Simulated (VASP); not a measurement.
Runs of VASP 6.6.1 on Si. The structure is that of space group Im-3m (No. 229), or close to it. The cells are those of the table. 

| task | cell | k mesh | cutoff (eV) | gap on the mesh (eV) | pressure (GPa) |
| --- | --- | --- | --- | --- | --- |
| single point | a = 2.603 Å, angles 109.5°, 1 atom | 16 × 16 × 16 | 520 | none | (a) |
| single point | a = 2.564 Å, angles 109.5°, 1 atom | 16 × 16 × 16 | 520 | none | 15.3 |
| single point | a = 2.711 Å, angles 109.5°, 1 atom | 16 × 16 × 16 | 520 | none | -3.4 |
| single point | a = 2.640 Å, angles 109.5°, 1 atom | 16 × 16 × 16 | 520 | none | 4.0 |
| single point | a = 2.676 Å, angles 109.5°, 1 atom | 23 × 23 × 23 | 520 | none | -0.2 |
| single point | a = 2.676 Å, angles 109.5°, 1 atom | 14 × 14 × 14 | 520 | none | (c) |
| relaxation of cell and atoms | relaxed from a = 2.692 Å, angles 109.5°, 1 atom | 14 × 14 × 14 | 600 | none | 0.0 |
| single point | a = 2.745 Å, angles 109.5°, 1 atom | 16 × 16 × 16 | 520 | none | (b) |
| single point | a = 2.676 Å, angles 109.5°, 1 atom | 16 × 16 × 16 | 520 | none | -0.1 |
| single point | a = 2.779 Å, angles 109.5°, 1 atom | 16 × 16 × 16 | 520 | none | -8.2 |

Alike in all rows: level revPBE; potentials or basis VASP PAW PBE potentials, release 64 (Si); no spin polarisation; smearing fermi-dirac 0.1 eV.

Q: Fill in the values left out.

A: (a) 9.0; (b) -6.1; (c) -0.3.

Caveats: the PAW data sets were made with another functional, which shifts forces and pressure a little.

A gap of «none» marks levels without a gap at the run's occupations.
